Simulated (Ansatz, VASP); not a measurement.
**NaH in VASP and in Ansatz**

INCAR

```
SYSTEM = NaH
PREC = Accurate
ENCUT = 500
EDIFF = 1E-6
ISMEAR = 0
SIGMA = 0.1
LREAL = .FALSE.
LASPH = .TRUE.
NELM = 120
ALGO = Normal
ISIF = 2
LWAVE = .FALSE.
LCHARG = .FALSE.
GGA = PE
NBANDS = 11
GGA_COMPAT = .FALSE.
```

File KPOINTS:

```
regular mesh
0
G
  6 6 6
  0 0 0
```

The input POSCAR:

```
NaH
1.0
    2.8088342500      0.0000000000      0.0000000000
   -1.4044171200      2.4325218100      0.0000000000
    0.0000000000      0.0000000000      2.7345897400
Na H
1 1
Direct
    0.3333333300      0.6666666700      0.5000000000
    0.6666666700      0.3333333300      0.0000000000
```

Input for Ansatz:

```yaml
crystal:
  lattice:
    - [2.80883425, 0.0, 0.0]
    - [-1.40441712, 2.43252181, 0.0]
    - [0.0, 0.0, 2.73458974]
  atoms:
    - { symbol: Na, position: [0.33333333, 0.66666667, 0.5] }
    - { symbol: H, position: [0.66666667, 0.33333333, 0.0] }
basis:
  ecutwfc: 420
kpoints:
  mp_grid: { grid: [6, 6, 6] }
hamiltonian:
  xc: pbe
scf:
  occupations: { method: gaussian, width: 0.1 }
  lower_state_search: "off"
output:
  forces: true
  stress: true
  eigenvalues: true
```

Alike in both runs: task single point; functional PBE; k mesh 6 × 6 × 6; occupations gaussian, width 0.1 eV; no spin polarisation.

|  | VASP | Ansatz |
| --- | --- | --- |
| version | VASP 6.6.1 | Ansatz 0.2.0 |
| potentials or method | VASP PAW PBE potentials, release 64 (Na_pv, H), cutoff 500 eV | scalar-relativistic, plane waves, PAW |
| valence electrons in the cell | 8 | 10 |

```tsv
	VASP	Ansatz	Ansatz less VASP
gap on the k mesh at the Fermi level (eV)	2.53	2.53	+0.006
least direct gap on the mesh (eV)	5.33	5.33	+0.005
pressure (GPa)	20.4	20.3	-0.02
traceless stress, the component that is largest in VASP (GPa)	-3.78	-3.78	-0.001
```

VASP's potentials hold 8 valence electrons a cell and Ansatz's 10, so a difference there can come from the potentials and not from the codes.

The k mesh is coarse, so the values compare programs but aren't converged.
